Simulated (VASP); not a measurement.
Here is a VASP 6.6.1 calculation.

INCAR

```
  PREC = Accurate
  ENCUT = 600
  EDIFF = 1E-6
  ISMEAR = -1
  SIGMA = 0.05
  LREAL = F
  LASPH = T
  NELM = 150
  ALGO = Normal
  ISIF = 3
  LWAVE = F
  LCHARG = F
  ISPIN = 2
  MAGMOM = 3 -3
  LORBIT = 11
  LMAXMIX = 4
  GGA = B5
  ALDAX = 1.0
  AGGAX = 1.0
  AGGAC = 1.0
  ALDAC = 0.0
  IBRION = 2
  NSW = 80
  EDIFFG = -0.01
```

File KPOINTS:

```
Automatic mesh
0
Gamma
  11 11 11
```

Contents of POSCAR:

```
Mn
1.0
    2.8642879297      0.0000000000      0.0000000000
    0.0000000000      2.8642879297      0.0000000000
    0.0000000000      0.0000000000      2.8642879297
Mn
2
Direct
    0.0000000000      0.0000000000      0.0000000000
    0.5000000000      0.5000000000      0.5000000000
```

Potentials or basis: VASP PAW PBE potentials, release 64 (Mn_pv).

Run with:

```console
$ cat potpaw_PBE.64/Mn_pv/POTCAR > POTCAR
$ mpirun -np 1 vasp_std > vasp.out
```

Problem. Predict the band gap on the k mesh.

Solution. Zero (filled and empty bands overlap).

Problem. Estimate the relaxed volume.

Solution. 12.87 Å³/atom.

Step by step:
| step | energy change (eV) | largest force (eV/Å) | pressure (GPa) | volume (Å³) |
| --- | --- | --- | --- | --- |
| 1 | 0.0000 | 0.0000 | 3.99 | 23.50 |
| 2 | -0.0215 | 0.0000 | 2.34 | 24.51 |
| 3 | -0.0287 | 0.0000 | 1.16 | 25.14 |
| 4 | -0.0284 | 0.0000 | -1.24 | 26.44 |
| 5 | -0.0310 | 0.0000 | 0.01 | 25.75 |

Caveat: the antiferromagnetic order is the one typed at the start, and another may lie lower; the PAW data sets were made with another functional, which shifts forces and pressure a little.
